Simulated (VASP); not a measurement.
# LiH (rocksalt type) (Fm-3m) in VASP: further runs

LiH (rocksalt type) is run at these levels: PBE; tasks: relaxation of cell and atoms, single point.

Everything below comes from runs of VASP 6.6.1. Logs are shortened: lines on timing, memory, paths and dates and some standing lists are left out, and cuts for length are marked.

## Step 1: The cell of the first run

Symmetry: Fm-3m, No. 225, cubic system. Conventional cell: a = 4.465 Å, b = 4.465 Å, c = 4.465 Å, α = 90.00°, β = 90.00°, γ = 90.00°. Within 3.0 Å of Li (site symmetry m-3m) lie 6 H at 2.23 Å. H (site symmetry m-3m) has 6 Li at 2.23 Å within 3.0 Å.

## Step 2: Relaxation of cell and atoms, PBE

File INCAR:

```
ALGO     = Normal         # electronic algorithm
EDIFF    = 1E-6           # SCF threshold, eV
EDIFFG   = -0.005         # ionic threshold
ENCUT    = 600            # plane-wave cutoff, eV
GGA      = PE             # functional
IBRION   = 2              # ionic algorithm
ISIF     = 3              # what is computed and relaxed
ISMEAR   = -1             # smearing method
LASPH    = True           # aspherical terms in the spheres
LCHARG   = False          # write CHGCAR
LREAL    = False          # projectors in reciprocal space
LWAVE    = False          # write WAVECAR
NELM     = 100            # most SCF steps
NSW      = 100            # ionic steps
PREC     = Accurate       # precision mode
SIGMA    = 0.08           # smearing width, eV
```

File KPOINTS:

```
k-points
0
Gamma
  14 14 14
```

File POSCAR:

```
LiH
1.0
    0.0000000000      2.2322827293      2.2322827293
    2.2322827293      0.0000000000      2.2322827293
    2.2322827293      2.2322827293      0.0000000000
Li H
1 1
Direct
    0.0000000000      0.0000000000      0.0000000000
    0.5000000000      0.5000000000      0.5000000000
```

Potentials or basis: VASP PAW PBE potentials, release 64 (Li_sv, H).

Launch:

```sh
$ cat potpaw_PBE.64/Li_sv/POTCAR potpaw_PBE.64/H/POTCAR > POTCAR
$ mpirun -np 1 vasp_std > vasp.out
```

OUTCAR:

```text
EDIFF = 1E-6
   EDIFFG = -0.005
   ENCUT = 600
   GGA = PE
   IBRION = 2
   ISIF = 3
   ISMEAR = -1
   LASPH = True
   LREAL = False
   NELM = 100
   NSW = 100
   PREC = Accurate

 ion  position               nearest neighbor table
   1  0.000  0.000  0.000-
   2  0.500  0.500  0.500-

  LATTYP: Found a face centered cubic cell.
 ALAT       =     4.4645654586

  Lattice vectors:

 A1 = (   0.0000000000,   2.2322827293,   2.2322827293)
 A2 = (   2.2322827293,   0.0000000000,   2.2322827293)
 A3 = (   2.2322827293,   2.2322827293,   0.0000000000)

Analysis of symmetry for initial positions (statically):
=====================================================================
 Subroutine PRICEL returns:
 Original cell was already a primitive cell.

 Routine SETGRP: Setting up the symmetry group for a
 face centered cubic supercell.

 Subroutine GETGRP returns: Found 48 space group operations
 (whereof 48 operations were pure point group operations)
 out of a pool of 48 trial point group operations.

The static configuration has the point symmetry O_h .

Analysis of symmetry for dynamics (positions and initial velocities):
=====================================================================
 Subroutine PRICEL returns:
 Original cell was already a primitive cell.

 Routine SETGRP: Setting up the symmetry group for a
 face centered cubic supercell.

 Subroutine GETGRP returns: Found 48 space group operations
 (whereof 48 operations were pure point group operations)
 out of a pool of 48 trial point group operations.

The dynamic configuration has the point symmetry O_h .

 Subroutine INISYM returns: Found 48 space group operations
 (whereof 48 operations are pure point group operations),
 and found     1 'primitive' translations

----------------------------------------------------------------------------------------

                                     Primitive cell

  volume of cell :      22.2473

  direct lattice vectors                    reciprocal lattice vectors
     0.000000000  2.232282729  2.232282729    -0.223985964  0.223985964  0.223985964
     2.232282729  0.000000000  2.232282729     0.223985964 -0.223985964  0.223985964
     2.232282729  2.232282729  0.000000000     0.223985964  0.223985964 -0.223985964

  length of vectors
     3.156924511  3.156924511  3.156924511     0.387955071  0.387955071  0.387955071

  position of ions in fractional coordinates (direct lattice)
     0.000000000  0.000000000  0.000000000
     0.500000000  0.500000000  0.500000000

  ion indices of the primitive-cell ions
   primitive index   ion index
                 1           1
                 2           2

----------------------------------------------------------------------------------------

 KPOINTS: k-points

Automatic generation of k-mesh.
 Grid dimensions read from file:
 generate k-points for:   14   14   14

 Generating k-lattice:

  Cartesian coordinates                     Fractional coordinates (reciprocal lattice)
    -0.015998997  0.015998997  0.015998997     0.071428571  0.000000000  0.000000000
     0.015998997 -0.015998997  0.015998997     0.000000000  0.071428571  0.000000000
     0.015998997  0.015998997 -0.015998997     0.000000000  0.000000000  0.071428571

  Length of vectors
     0.027711076  0.027711076  0.027711076

  Shift w.r.t. Gamma in fractional coordinates (k-lattice)
     0.000000000  0.000000000  0.000000000

 Subroutine IBZKPT returns following result:
 ===========================================

 Found    104 irreducible k-points:

 Following reciprocal coordinates:
            Coordinates               Weight
  0.000000  0.000000  0.000000      1.000000
  0.071429  0.000000  0.000000      8.000000
  0.142857  0.000000  0.000000      8.000000
  0.214286  0.000000  0.000000      8.000000
  0.285714  0.000000  0.000000      8.000000
  0.357143  0.000000  0.000000      8.000000
[... 16 lines left out ...]
  0.214286  0.142857  0.000000     24.000000
  0.285714  0.142857  0.000000     24.000000
 [... further k-points ...]
   k-points           NKPTS =    104   k-points in BZ     NKDIM =    104   number of bands    NBANDS=      6
   number of dos      NEDOS =    301   number of ions     NIONS =      2
   total plane-waves  NPLWV =  21952
   dimension x,y,z NGX =    28 NGY =   28 NGZ =   28
   dimension x,y,z NGXF=    56 NGYF=   56 NGZF=   56
   ions per type =               1   1
   NGX,Y,Z   is equivalent  to a cutoff of  14.75, 14.75, 14.75 a.u.
   NGXF,Y,Z  is equivalent  to a cutoff of  29.49, 29.49, 29.49 a.u.
 SYSTEM =  unknown system
   PREC   = accura    normal or accurate (medium, high low for compatibility)
   ISTART =      0    job   : 0-new  1-cont  2-samecut
   ICHARG =      2    charge: 1-file 2-atom 10-const
   ISPIN  =      1    spin polarized calculation?
   LNONCOLLINEAR =      F non collinear calculations
   LSORBIT =      F    spin-orbit coupling
   LASPH  =      T    aspherical Exc in radial PAW
   ENCUT  =  600.0 eV  44.10 Ry    6.64 a.u.   6.31  6.31  6.31*2*pi/ulx,y,z
   NELM   =    100;   NELMIN=  2; NELMDL= -5     # of ELM steps
   EDIFF  = 0.1E-05   stopping-criterion for ELM
   LREAL  =      F    real-space projection
   EDIFFG = -.5E-02   stopping-criterion for IOM
   NSW    =    100    number of steps for IOM
   IBRION =      2    ionic relax: 0-MD 1-quasi-New 2-CG
   NFREE  =      1    steps in history (QN), initial steepest desc. (CG)
   ISIF   =      3    stress and relaxation
   ISYM   =      2    0-nonsym 1-usesym 2-fastsym
   POTIM  = 0.5000    time-step for ionic-motion
   TEBEG  =    0.0;   TEEND  =   0.0 temperature during run
   PSTRESS=    0.0 pullay stress
   NELECT =       4.0000    total number of electrons
   NUPDOWN=      -1.0000    fix difference up-down
   EMIN   =  10.00;   EMAX   =-10.00  energy-range for DOS
   EFERMI =   0.00;   METHOD = LEGACY
   ISMEAR =    -1;   SIGMA  =   0.08  broadening in eV -4-tet -1-fermi 0-gaus
   EFERMI_NEDOS =   21; number of points for ismear=-14 and -15
   IALGO  =     38    algorithm
   IMIX   =      4    mixing-type and parameters
     AMIX     =   0.40;   BMIX     =  1.00
     AMIX_MAG =   1.60;   BMIX_MAG =  1.00
  volume/ion in A,a.u.               =      11.12        75.07
  Fermi-wavevector in a.u.,A,eV,Ry     =   0.923994  1.746095 11.616167  0.853764
  Thomas-Fermi vector in A             =   2.049691
   LORBIT       =      0    0 simple, 1 ext, 2 COOP (PROOUT), +10 PAW based schemes
   GGA     = PE    functional components
   LHFCALC =     F    Hartree Fock is set to
   AEXX    =    0.0000 exact exchange contribution
   IVDW    =     0    specifies the selected vdW correction
   LEPSILON=     F    determine dielectric tensor
   LRPA    =     F    only Hartree local field effects (RPA)
 conjugate gradient relaxation of ions
 non-spin polarized calculation
  energy-cutoff  :      600.00
  volume of cell :       22.25
 maximum number of plane-waves:       757
 NGX is ok and might be reduce to    28
   NGX = 13   NGY = 13   NGZ = 13

--------------------------------------- Ionic step        1  -------------------------------------------

 number of electron       4.0000002 magnetization

 Free energy of the ion-electron system (eV)
  ---------------------------------------------------
  ext. energy  EPLUGINS =         0.00000000
  ---------------------------------------------------
  free energy    TOTEN  =        -5.96141412 eV

  energy without entropy =       -5.96141412  energy(sigma->0) =       -5.96141412

------------------------ aborting loop because EDIFF is reached ----------------------------------------

  FORCE on cell =-STRESS in cart. coord.  units (eV):
  Direction    XX          YY          ZZ          XY          YZ          ZX
  --------------------------------------------------------------------------------------
  -------------------------------------------------------------------------------------
  Total       -0.9694184     -0.9694184     -0.9694184      0.0000000     -0.0000000     -0.0000000
  in kB      -69.8142756    -69.8142756    -69.8142756      0.0000000     -0.0000000     -0.0000000
  external PRESSURE =     -69.8142756 kB  Pullay stress =       0.0000000 kB
[... 59 lines left out ...]
--------------------------------------- Ionic step        3  -------------------------------------------

 number of electron       4.0000000 magnetization

 E-fermi :   1.2528     XC(G=0):  -8.1963

 val. band max:       -0.3542514239   @ k =   0.5000   0.5000   0.0000
 cond. band min:       2.6912828197   @ k =   0.5000   0.5000   0.0000
 fundamental gap:      3.0455342436
 Fermi energy:         1.2527665142

 k-point     1 :       0.0000    0.0000    0.0000
  band No.  band energies     occupation
      1     -44.7479      2.00000
      2      -5.4192      2.00000
      3      14.4863      0.00000
      4      16.5446      0.00000
      5      16.5446      0.00000
      6      16.5446      0.00000
[... 199 lines left out ...]
 k-point    24 :       0.2857    0.1429    0.0000
  band No.  band energies     occupation
      1     -44.7293      2.00000
      2      -4.1478      2.00000
      3       9.1772      0.00000
      4      12.0979      0.00000
      5      13.0048      0.00000
      6      16.2844      0.00000

 [... further k-points ...]
[... 5 lines left out ...]
  --------------------------------------------------------------------------------------
  -------------------------------------------------------------------------------------
  Total       -0.3666461     -0.3666461     -0.3666461      0.0000000      0.0000000     -0.0000000
  in kB      -33.0129853    -33.0129853    -33.0129853      0.0000000      0.0000000     -0.0000000
  external PRESSURE =     -33.0129853 kB  Pullay stress =       0.0000000 kB
[... 95 lines left out ...]
--------------------------------------- Ionic step        6  -------------------------------------------

 number of electron       4.0000001 magnetization

 Free energy of the ion-electron system (eV)
  ---------------------------------------------------
  ext. energy  EPLUGINS =         0.00000000
  ---------------------------------------------------
  free energy    TOTEN  =        -6.13446655 eV

  energy without entropy =       -6.13446655  energy(sigma->0) =       -6.13446655

 E-fermi :   1.7077     XC(G=0):  -8.5364

 val. band max:        0.1217209259   @ k =   0.5000   0.5000   0.0000
 cond. band min:       3.0978553929   @ k =   0.5000   0.5000   0.0000
 fundamental gap:      2.9761344670
 Fermi energy:         1.7077071365

 k-point     1 :       0.0000    0.0000    0.0000
  band No.  band energies     occupation
      1     -44.1499      2.00000
      2      -5.3455      2.00000
      3      16.2970      0.00000
      4      18.0897      0.00000
      5      18.0897      0.00000
      6      18.0897      0.00000
[... 199 lines left out ...]
 k-point    24 :       0.2857    0.1429    0.0000
  band No.  band energies     occupation
      1     -44.1218      2.00000
      2      -4.0173      2.00000
      3      10.2602      0.00000
      4      13.3490      0.00000
      5      14.2326      0.00000
      6      17.8849      0.00000

 [... further k-points ...]
[... 5 lines left out ...]
  --------------------------------------------------------------------------------------
  -------------------------------------------------------------------------------------
  Total        0.0022325      0.0022325      0.0022325     -0.0000000      0.0000000     -0.0000000
  in kB        0.2237561      0.2237561      0.2237561     -0.0000000      0.0000000     -0.0000000
  external PRESSURE =       0.2237561 kB  Pullay stress =       0.0000000 kB
[... 17 lines left out ...]
  FREE ENERGIE OF THE ION-ELECTRON SYSTEM (eV)
  ---------------------------------------------------
  free  energy   TOTEN  =        -6.1344665505 eV

  energy  without entropy=       -6.1344665503  energy(sigma->0) =       -6.13446655

 reached required accuracy - stopping structural energy minimisation
```

Wall time 1.9 min (1 thread of Intel Xeon 8259CL, shared host); peak memory 0.16 GiB.

What came out:

- Free energy: -6.1345 eV
- Relaxed volume: 7.99 Å³/atom
- Relaxed cell: a = 2.828 Å, b = 2.828 Å, c = 2.828 Å, α = 60.00°, β = 60.00°, γ = 60.00°
- Space group after relaxing (to 0.05 Å): Fm-3m (No. 225)
- Energy gained by relaxing: 86.5 meV/atom
- Ionic steps: 6
- Pressure after relaxing: 0.0 GPa
- Band gap on the k mesh: 2.98 eV, direct

The path:
```
step  energy change (eV)  largest force (eV/Å)  pressure (GPa)  volume (Å³)
   1              0.0000                0.0000           -6.98        22.25
   2             -0.0629                0.0000           -6.19        20.72
   3             -0.1531                0.0000           -3.30        17.79
   4             -0.0702                0.0000           12.10        12.79
   5             -0.1724                0.0000           -0.70        16.31
   6             -0.1731                0.0000            0.02        15.99
```

Final structure:
```
Li H
1.0
     0.00000    1.99938    1.99938
     1.99938    0.00000    1.99938
     1.99938    1.99938    0.00000
Li H
1 1
Direct
  0.00000 0.00000 0.00000
  0.50000 0.50000 0.50000
```

Caveat: the cutoff is under 1.25 times the usual one of these potentials, so pressure, stress and relaxed cells hold a basis-set (Pulay) error; the volume moved by over 15 % at a fixed basis, so the end points are rough.

## Step 3: Single point, PBE (volume scaled by 0.9405)

File INCAR:

```
PREC = Accurate
ENCUT = 520
EDIFF = 1E-7
ISMEAR = -1
SIGMA = 0.08
LREAL = F
LASPH = T
NELM = 100
ALGO = Normal
ISIF = 2
LWAVE = F
LCHARG = F
GGA = PE
NBANDS = 9
```

File KPOINTS:

```
regular mesh
0
Gamma
  14 14 14
```

File POSCAR:

```
LiH
1.0
    0.0000000000      1.9629412656      1.9629412656
    1.9629412656      0.0000000000      1.9629412656
    1.9629412656      1.9629412656      0.0000000000
Li H
1 1
Direct
    0.0000000000      0.0000000000      0.0000000000
    0.5000000000      0.5000000000      0.5000000000
```

Potentials or basis: VASP PAW PBE potentials, release 64 (Li_sv, H).

Launch:

```sh
$ cat potpaw_PBE.64/Li_sv/POTCAR potpaw_PBE.64/H/POTCAR > POTCAR
$ mpirun -np 1 vasp_std > vasp.out
```

Wall time 5.1 s (1 thread of Intel Xeon 6975P-C (Granite Rapids), shared host); peak memory 0.13 GiB.

It converged, with:

| Quantity | Value |
| --- | --- |
| Free energy | -6.1200 eV |
| Band gap on the k mesh | 2.93 eV, direct |

Levels at points of the mesh, in eV from the valence-band top:
| k point | band 1 | band 2 | band 3 | band 4 | band 5 | band 6 |
| --- | --- | --- | --- | --- | --- | --- |
| (0.00, 0.00, 0.00) | -44.24 | -5.67 | 16.91 | 18.54 | 18.54 | 18.54 |
| (0.50, 0.00, 0.00) | -44.18 | -2.81 | 5.07 | 14.21 | 17.08 | 17.08 |
| (0.50, 0.50, 0.00) | -44.16 | 0.00 | 2.93 | 11.12 | 11.12 | 14.37 |

Caveat: the cell differs from its parent crystal (volume scaled by 0.9405); the cutoff is under 1.25 times the usual one of these potentials, so pressure, stress and relaxed cells hold a basis-set (Pulay) error.
